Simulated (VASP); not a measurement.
# NbN in VASP: single point with PBEsol

Aim: the single point of NbN with PBEsol.

All numbers are computed with VASP 6.6.1; they aren't measurements. Logs are shortened: lines on timing, memory, paths and dates and some standing lists are left out, and cuts for length are marked.

### 1 The cell of the first run

The cell holds a slab with vacuum, 28 atoms: a = 12.390 Å, b = 3.097 Å, c = 18.571 Å, α = 90.00°, β = 90.00°, γ = 90.00°.

### 2 Single point, PBEsol

Input file INCAR:

```
SYSTEM = NbN
PREC = Accurate
ENCUT = 520
EDIFF = 1E-6
ISMEAR = 0
SIGMA = 0.1
LREAL = .False.
LASPH = .True.
NELM = 120
ALGO = Normal
ISIF = 2
LWAVE = .False.
LCHARG = .False.
LDIPOL = .True.
IDIPOL = 3
DIPOL = 0.5 0.5 0.231
GGA = PS
NBANDS = 146
GGA_COMPAT = .False.
NELMDL = -8
KPAR = 4
```

Input file KPOINTS:

```
regular mesh
0
Gamma
  3 12 1
  0 0 0
```

Input file POSCAR:

```
NbN
1.0
   12.3899151800      0.0000000000      0.0000000000
    0.0000000000      3.0974787950      0.0000000000
    0.0000000000      0.0000000000     18.5707447816
N Nb
14 14
Direct
    0.0000000000      0.0000000000      0.0807722048
    0.1261764874      0.5000000000      0.1975231921
    0.2500000000      0.0000000000      0.0807722048
    0.3743734692      0.5000000000      0.1972902827
    0.5000000000      0.0000000000      0.0807722048
    0.6231930012      0.5000000000      0.1947399248
    0.7500000000      0.0000000000      0.0807722048
    0.8765150481      0.5000000000      0.1960669465
   -0.0077994523      0.0000000000      0.3132429679
    0.2515567370      0.0000000000      0.3145776105
    0.5062466995      0.0000000000      0.3185867840
    0.7447947277      0.0000000000      0.3271825947
    0.1200736642      0.5000000000      0.4460972538
    0.3513088321      0.5000000000      0.4241086212
    0.0023320940      0.0000000000      0.1948617361
    0.1250000000      0.5000000000      0.0807722048
    0.2515400502      0.0000000000      0.1938315332
    0.3750000000      0.5000000000      0.0807722048
    0.4956749469      0.0000000000      0.1951970959
    0.6250000000      0.5000000000      0.0807722048
    0.7515320983      0.0000000000      0.1995205222
    0.8750000000      0.5000000000      0.0807722048
    0.1211813094      0.5000000000      0.3187141821
    0.3873778412      0.5000000000      0.3222997193
    0.6293144150      0.5000000000      0.3068086095
    0.8615486605      0.5000000000      0.3126770247
    0.0129765914      0.0000000000      0.4205193847
    0.2390309049      0.0000000000      0.4238290075
```

Potentials or basis: VASP PAW PBE potentials, release 64 (N, Nb_sv).

Started as:

```bash
> cat potpaw_PBE.64/N/POTCAR potpaw_PBE.64/Nb_sv/POTCAR > POTCAR
> mpirun -np 4 vasp_std > vasp.out
```

OUTCAR:

```text
SYSTEM = NbN
   PREC = Accurate
   ENCUT = 520
   EDIFF = 1E-6
   ISMEAR = 0
   LREAL = .False.
   LASPH = .True.
   NELM = 120
   ISIF = 2
   GGA = PS
   NELMDL = -8

 ion  position               nearest neighbor table
   1  0.000  0.000  0.081-  15 2.12  16 2.19  22 2.19  16 2.19  22 2.19
   2  0.126  0.500  0.198-  16 2.17  15 2.18  15 2.18  17 2.19  17 2.19  23 2.25
   3  0.250  0.000  0.081-  17 2.10  16 2.19  18 2.19  16 2.19  18 2.19
   4  0.374  0.500  0.197-  19 2.16  19 2.16  18 2.16  17 2.17  17 2.17  24 2.33
   5  0.500  0.000  0.081-  19 2.13  18 2.19  20 2.19  18 2.19  20 2.19
   6  0.623  0.500  0.195-  25 2.08  20 2.12  19 2.21  19 2.21  21 2.22  21 2.22
   7  0.750  0.000  0.081-  20 2.19  22 2.19  20 2.19  22 2.19  21 2.21
   8  0.877  0.500  0.196-  22 2.14  26 2.17  21 2.19  21 2.19  15 2.20  15 2.20
   9  0.992  0.000  0.313-  27 2.01  15 2.20  23 2.23  23 2.23  26 2.24  26 2.24
  10  0.252  0.000  0.315-  28 2.03  23 2.24  23 2.24  17 2.24  24 2.29  24 2.29
  11  0.506  0.000  0.319-  24 2.14  24 2.14  25 2.18  25 2.18  19 2.30
  12  0.745  0.000  0.327-  26 2.14  26 2.14  25 2.14  25 2.14  21 2.37
  13  0.120  0.500  0.446-  27 2.09  27 2.09  28 2.18  28 2.18  23 2.37
  14  0.351  0.500  0.424-  24 1.94  28 2.08  28 2.08
  15  0.002  0.000  0.195-   1 2.12   2 2.18   2 2.18   8 2.20   8 2.20   9 2.20  16 3.03  16 3.03

  16  0.125  0.500  0.081-   2 2.17   1 2.19   3 2.19   1 2.19   3 2.19  15 3.03  15 3.03  17 3.04
                            17 3.04
  17  0.252  0.000  0.194-   3 2.10   4 2.17   4 2.17   2 2.19   2 2.19  10 2.24  18 3.02  18 3.02
                            19 3.02  16 3.04  16 3.04
  18  0.375  0.500  0.081-   4 2.16   3 2.19   5 2.19   3 2.19   5 2.19  17 3.02  17 3.02  19 3.02
                            19 3.02
  19  0.496  0.000  0.195-   5 2.13   4 2.16   4 2.16   6 2.21   6 2.21  11 2.30  18 3.02  18 3.02
                            17 3.02
  20  0.625  0.500  0.081-   6 2.12   5 2.19   7 2.19   5 2.19   7 2.19
  21  0.752  0.000  0.200-   8 2.19   8 2.19   7 2.21   6 2.22   6 2.22  12 2.37  25 2.94  25 2.94
                            26 2.94  26 2.94
  22  0.875  0.500  0.081-   8 2.14   7 2.19   1 2.19   1 2.19   7 2.19
  23  0.121  0.500  0.319-   9 2.23   9 2.23  10 2.24  10 2.24   2 2.25  13 2.37  27 2.79  27 2.79
                            28 2.89  28 2.89
  24  0.387  0.500  0.322-  14 1.94  11 2.14  11 2.14  10 2.29  10 2.29   4 2.33  25 3.01
  25  0.629  0.500  0.307-   6 2.08  12 2.14  12 2.14  11 2.18  11 2.18  26 2.88  21 2.94  21 2.94
                            24 3.01
  26  0.862  0.500  0.313-  12 2.14  12 2.14   8 2.17   9 2.24   9 2.24  25 2.88  21 2.94  21 2.94

  27  0.013  0.000  0.421-   9 2.01  13 2.09  13 2.09  23 2.79  23 2.79  28 2.80
  28  0.239  0.000  0.424-  10 2.03  14 2.08  14 2.08  13 2.18  13 2.18  27 2.80  23 2.89  23 2.89

  LATTYP: Found a simple orthorhombic cell.
 ALAT       =     3.0974787950
 B/A-ratio  =     4.0000000000
 C/A-ratio  =     5.9954388749

  Lattice vectors:

 A1 = (   0.0000000000,  -3.0974787950,   0.0000000000)
[... 192 lines left out ...]
  Fermi-wavevector in a.u.,A,eV,Ry     =   1.157639  2.187620 18.233538  1.340127
  Thomas-Fermi vector in A             =   2.294248
   LORBIT       =      0    0 simple, 1 ext, 2 COOP (PROOUT), +10 PAW based schemes
   GGA     = PS    functional components
   LHFCALC =     F    Hartree Fock is set to
   AEXX    =    0.0000 exact exchange contribution
   IVDW    =     0    specifies the selected vdW correction
   LEPSILON=     F    determine dielectric tensor
   LRPA    =     F    only Hartree local field effects (RPA)
 non-spin polarized calculation
 Gauss-broadening in eV      SIGMA  =   0.10
  energy-cutoff  :      520.00
  volume of cell :      712.70
 maximum number of plane-waves:     19230
 NGX is ok and might be reduce to    96
   NGX = 47   NGY = 11   NGZ = 69

 dipolmoment           0.000000      0.000000     -1.835074 electrons x Angstroem

 number of electron     251.9999989 magnetization

 dipolmoment           0.000000      0.000000      0.069801 electrons x Angstroem

 Free energy of the ion-electron system (eV)
  ---------------------------------------------------
  ext. energy  EPLUGINS =         0.00000000
  ---------------------------------------------------
  free energy    TOTEN  =      -297.74560310 eV

  energy without entropy =     -297.65263659  energy(sigma->0) =     -297.69911984

 E-fermi :   3.6194     XC(G=0):  -6.7276

 val. band max:        3.6132746014   @ k =   0.0000   0.0000   0.0000
 cond. band min:       3.6352502606   @ k =   0.0000   0.0833   0.0000
 fundamental gap:      0.0219756592
 Fermi energy:         3.6194420877

 k-point     1 :       0.0000    0.0000    0.0000
  band No.  band energies     occupation
      1     -52.5903      2.00000
      2     -52.5333      2.00000
      3     -52.5149      2.00000
      4     -52.4889      2.00000
      5     -52.4371      2.00000
      6     -52.4184      2.00000
[... 1963 lines left out ...]
    137       5.4027      0.00000
    138       5.4598      0.00000
 [bands above 138 left out]

------------------------ aborting loop because EDIFF is reached ----------------------------------------

 vacuum level on the upper side and lower side of the slab       (xc-potential included)        -0.208        -0.547

  FORCE on cell =-STRESS in cart. coord.  units (eV):
  Direction    XX          YY          ZZ          XY          YZ          ZX
  --------------------------------------------------------------------------------------
  -------------------------------------------------------------------------------------
  Total      -17.8683519    -23.4706162     -0.8103447      0.0000000      0.0000000      0.0108327
  in kB      -40.1688209    -52.7629511     -1.8216896      0.0000000      0.0000000      0.0243523
  external PRESSURE =     -31.5844872 kB  Pullay stress =       0.0000000 kB

 VOLUME and BASIS-vectors are now :
 -----------------------------------------------------------------------------
  energy-cutoff  :      520.00
  volume of cell :      712.70
      direct lattice vectors                 reciprocal lattice vectors
    12.389915180  0.000000000  0.000000000     0.080710803  0.000000000  0.000000000
     0.000000000  3.097478795  0.000000000     0.000000000  0.322843211  0.000000000
     0.000000000  0.000000000 18.570744782     0.000000000  0.000000000  0.053848137

 POSITION                                       TOTAL-FORCE (eV/Angst)
 -----------------------------------------------------------------------------------
      0.00000      0.00000      1.50000         0.019135      0.000000     -1.864363
      1.56332      1.54874      3.66815         0.001182      0.000000     -0.011119
      3.09748      0.00000      1.50000         0.033873      0.000000     -2.159845
      4.63846      1.54874      3.66383         0.000656      0.000000     -0.005659
      6.19496      0.00000      1.50000         0.101353      0.000000     -2.136868
      7.72131      1.54874      3.61647         0.001660      0.000000      0.004183
[... 20 lines left out ...]
      0.16078      0.00000      7.80936        -0.004828      0.000000     -0.015182
      2.96157      0.00000      7.87082         0.011360      0.000000     -0.023718
 -----------------------------------------------------------------------------------
    total drift:                                0.000292      0.000000      0.002591

  FREE ENERGIE OF THE ION-ELECTRON SYSTEM (eV)
  ---------------------------------------------------
  free  energy   TOTEN  =      -297.7456030987 eV

  energy  without entropy=     -297.6526365883  energy(sigma->0) =     -297.69911984

 vacuum level on the upper side and lower side of the slab         6.953         6.598
```

Wall time 27 min (4 MPI ranks of AMD EPYC 7R13 (Zen 3), shared host); peak memory 1.3 GiB.

What came out:

```yaml
Free_energy: -297.7456 eV
Largest_force: 2.369 eV/Å
Band_gap_on_the_k_mesh: zero (bands 126 and 127 overlap by 0.99 eV)
```

Forces in eV/Å, atoms in the order of the input:
```
N    0.019  0.000 -1.864
N    0.001  0.000 -0.011
N    0.034  0.000 -2.160
N    0.001  0.000 -0.006
N    0.101  0.000 -2.137
N    0.002  0.000  0.004
N    0.090  0.000 -1.113
N   -0.005  0.000 -0.003
N    0.002  0.000  0.011
N   -0.009  0.000  0.005
N   -0.009  0.000 -0.012
N    0.005  0.000 -0.009
N    0.000  0.000 -0.013
N   -0.011  0.000 -0.018
Nb  -0.009  0.000  0.010
Nb  -0.200  0.000  2.042
Nb   0.015  0.000  0.011
Nb  -0.086  0.000  2.367
Nb  -0.003  0.000  0.000
Nb   0.113  0.000  1.552
Nb   0.000  0.000 -0.005
Nb  -0.077  0.000  1.376
Nb   0.014  0.000 -0.006
Nb  -0.003  0.000  0.019
Nb  -0.001  0.000  0.006
Nb   0.007  0.000 -0.008
Nb  -0.005  0.000 -0.015
Nb   0.011  0.000 -0.024
```

Levels at points of the mesh, in eV from the Fermi level:
```tsv
k point	band 122	band 123	band 124	band 125	band 126	band 127	band 128	band 129
(0.00, 0.00, 0.00)	-0.77	-0.75	-0.69	-0.66	-0.42	-0.41	-0.28	-0.23
(0.00, 0.50, 0.00)	-0.31	-0.08	0.14	0.43	0.58	0.89	0.92	1.06
```

Caveat: the PAW data sets were made with another functional, which shifts forces and pressure a little.

The gap in the log of VASP goes by the Fermi energy; the results here count the filled bands.